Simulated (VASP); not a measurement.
Write the native input for VASP 6.6.1 that does the following.

```yaml
Task: single point
Functional: PBEsol
Potentials_or_basis: VASP PAW PBE potentials, release 64 (W_sv, Se)
Cutoff: 520 eV
k_mesh: 12 × 12 × 2
Occupations: gaussian, width 0.05 eV
Spin: no spin polarisation
Dipole_correction: no
Further_INCAR_settings: ALGO = Normal; EDIFF = 1e-06; NBANDS = 20
```

The structure of WSe2 lies in POSCAR:

```
WSe2
1.0
    3.3179375931      0.0000000000      0.0000000000
   -1.6589687966      2.8734182438      0.0000000000
    0.0000000000      0.0000000000     16.6581424200
W Se
1 2
Direct
    0.0000000000      0.0000000000      0.0000000000
    0.2576975252      0.6112974123      0.0997865200
    0.4089691414      0.7220359211      0.9002134800
```

This cell differs from its parent crystal: mode 4 (170.3 1/cm) frozen in, largest displacement +0.225 Å.

These files were run (other wordings do the same):

INCAR

```
SYSTEM = WSe2
  PREC = Accurate
  ENCUT = 520
  EDIFF = 1E-6
  ISMEAR = 0
  SIGMA = 0.05
  LREAL = .False.
  LASPH = .True.
  NELM = 80
  ALGO = Normal
  ISIF = 2
  LWAVE = .False.
  LCHARG = .False.
  GGA = PS
  NBANDS = 20
```

KPOINTS

```
regular mesh
0
Gamma
  12 12 2
  0 0 0
```

Potentials or basis: VASP PAW PBE potentials, release 64 (W_sv, Se).

Launch:

```sh
$ cat potpaw_PBE.64/W_sv/POTCAR potpaw_PBE.64/Se/POTCAR > POTCAR
$ mpirun -np 1 vasp_std > vasp.out
```

Results of the run:

```json
{
  "Largest force": "2.216 eV/Å",
  "Band gap on the k mesh": "1.43 eV, direct"
}
```

Caveat: the cell differs from its parent crystal (mode 4 (170.3 1/cm) frozen in, largest displacement +0.225 Å); the PAW data sets were made with another functional, which shifts forces and pressure a little; spin-orbit coupling is left out, which moves the levels of the heavy elements.

Wall time 8.1 min on 1 thread of Intel(R) Xeon(R) 6975P-C (Granite Rapids), on a shared host, peak memory 0.62 GiB.
